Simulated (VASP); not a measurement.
Input of a VASP 6.6.1 run:

Contents of INCAR:

```
SYSTEM = AgRh
PREC = Accurate ; ENCUT = 520
EDIFF = 1E-6 ; ISMEAR = -1
SIGMA = 0.15 ; LREAL = .False.
LASPH = .True. ; NELM = 80
ALGO = Normal ; ISIF = 2
LWAVE = .False. ; LCHARG = .False.
GGA = PE ; NBANDS = 20
```

Contents of KPOINTS:

```
Automatic mesh
0
Gamma
  10 10 5
  0 0 0
```

File POSCAR:

```
AgRh
1.0
    2.7305129374      0.0000000000      0.0000000000
   -1.3652564687      2.3647209356      0.0000000000
    0.0000000000      0.0000000000      4.7270825571
Ag Rh
1 1
Direct
    0.0000000000      0.0000000000      0.5000000000
    0.6666666667      0.3333333333      0.0000000000
```

Potentials or basis: VASP PAW PBE potentials, release 64 (Ag, Rh_pv).

Run with:

```bash
$ cat potpaw_PBE.64/Ag/POTCAR potpaw_PBE.64/Rh_pv/POTCAR > POTCAR
$ mpirun -np 1 vasp_std > vasp.out
```

Estimate the band gap on the k mesh.

zero (bands 13 and 14 overlap by 1.34 eV).

Estimate the pressure.

6.7 GPa.

Stress tensor (GPa, compression positive):
```
7.65 0.00 0.00
0.00 7.65 0.00
0.00 0.00 4.87
```

Caveat: the cell stands under pressure.
